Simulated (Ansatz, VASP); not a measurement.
# SnO2 in VASP and in Ansatz

```
Sn O
1.0
     3.94574    0.00000    0.00000
     0.00000    3.94574    0.00000
     0.00000    0.00000    7.82418
Sn O
2 4
Direct
  0.00000 0.00000 0.00000
  0.00000 0.00000 0.50000
  0.50000 0.00000 0.00000
  0.00000 0.50000 0.50000
  0.00000 0.00000 0.25000
  0.00000 0.00000 0.75000
```

Change from the starting cell: ordered vacancies on the anion sites of rhenium trioxide (P4_2/mmc, No. 131).

Alike in both runs: task relaxation of cell and atoms; functional PBE; k mesh 10 × 10 × 6; occupations gaussian, width 0.1 eV; no spin polarisation.

|  | VASP | Ansatz |
| --- | --- | --- |
| version | VASP 6.6.1 | Ansatz 0.2.0 |
| potentials or method | VASP PAW PBE potentials, release 64 (Sn_d, O), cutoff 600 eV | scalar-relativistic, plane waves, PAW |
| valence electrons in the cell | 52 | 52 |

Ansatz gave:

```
gap on the k mesh at the Fermi level, each at its own relaxed structure (eV) : none
relaxed volume (Å³/atom)                                                     : 20.39
relaxed cell length with the largest relative difference (Å)                 : 7.833
```

Task: Which values does VASP return?

Result: gap on the k mesh at the Fermi level, each at its own relaxed structure (eV): none; relaxed volume (Å³/atom): 20.44; relaxed cell length with the largest relative difference (Å): 7.841.

A gap of «none» marks a metal or a gap that the smearing closes.
